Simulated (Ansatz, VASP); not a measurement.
One calculation of TePb, two programs

POSCAR

```
TePb
1.0
    0.0000000000      3.3883500000      3.1463250000
    3.3883500000      0.0000000000      3.1463250000
    3.3883500000      3.3883500000      0.0000000000
Te Pb
1 1
Direct
    0.5000000000      0.5000000000      0.5000000000
    0.0000000000      0.0000000000      0.0000000000
```

Contents of INCAR.step1:

```
SYSTEM = TePb
  ALGO = Normal
  EDIFF = 1E-4
  ENCUT = 520
  GGA = PE
  ISMEAR = 0
  LASPH = .True.
  LCHARG = .False.
  LREAL = .False.
  LWAVE = .True.
  NBANDS = 17
  NELM = 80
  PREC = Accurate
  SIGMA = 0.05
```

File INCAR.step2:

```
SYSTEM = TePb
  ALGO = Normal
  EDIFF = 1E-6
  ENCUT = 520
  ISIF = 2
  ISMEAR = 0
  ISTART = 1
  LASPH = .True.
  LCHARG = .False.
  LMIXTAU = .True.
  LREAL = .False.
  LWAVE = .False.
  METAGGA = R2SCAN
  NBANDS = 17
  NELM = 80
  PREC = Accurate
  SIGMA = 0.05
```

File KPOINTS:

```
k-points
0
Gamma
  8 8 8
  0 0 0
```

Input for Ansatz:

```yaml
crystal:
  lattice:
    - [0.0, 3.38835, 3.146325]
    - [3.38835, 0.0, 3.146325]
    - [3.38835, 3.38835, 0.0]
  atoms:
    - { symbol: Te, position: [0.5, 0.5, 0.5] }
    - { symbol: Pb, position: [0.0, 0.0, 0.0] }
basis:
  ecutwfc: 500
kpoints:
  mp_grid: { grid: [8, 8, 8] }
hamiltonian:
  xc: r2scan
scf:
  occupations: { method: gaussian, width: 0.05 }
output:
  forces: true
  stress: true
  eigenvalues: true
```

Change from the starting cell: strain +0.050 along x and y, -0.025 along z, atoms carried along.

Alike in both runs: task single point; functional r2SCAN; k mesh 8 × 8 × 8; occupations gaussian, width 0.05 eV; no spin polarisation.

```csv
,VASP,Ansatz
version,VASP 6.6.1,Ansatz 0.2.0
potentials or method,"VASP PAW PBE potentials, release 64 (Te, Pb_d), cutoff 520 eV","scalar-relativistic, plane waves, PAW"
valence electrons in the cell,20,30
```

|  | VASP | Ansatz | Ansatz less VASP |
| --- | --- | --- | --- |
| gap on the k mesh at the Fermi level (eV) | 0.89 | 0.89 | -0.002 |
| least direct gap on the mesh (eV) | 0.89 | 0.89 | -0.002 |
| pressure (GPa) | -0.7 | -0.7 | +0.01 |
| traceless stress, the component that is largest in VASP (GPa) | 5.28 | 5.27 | -0.012 |

VASP's potentials were made for PBE, not for r2SCAN. VASP's potentials hold 20 valence electrons a cell and Ansatz's 30, so a difference there can come from the potentials and not from the codes.

Spin-orbit coupling is off throughout.
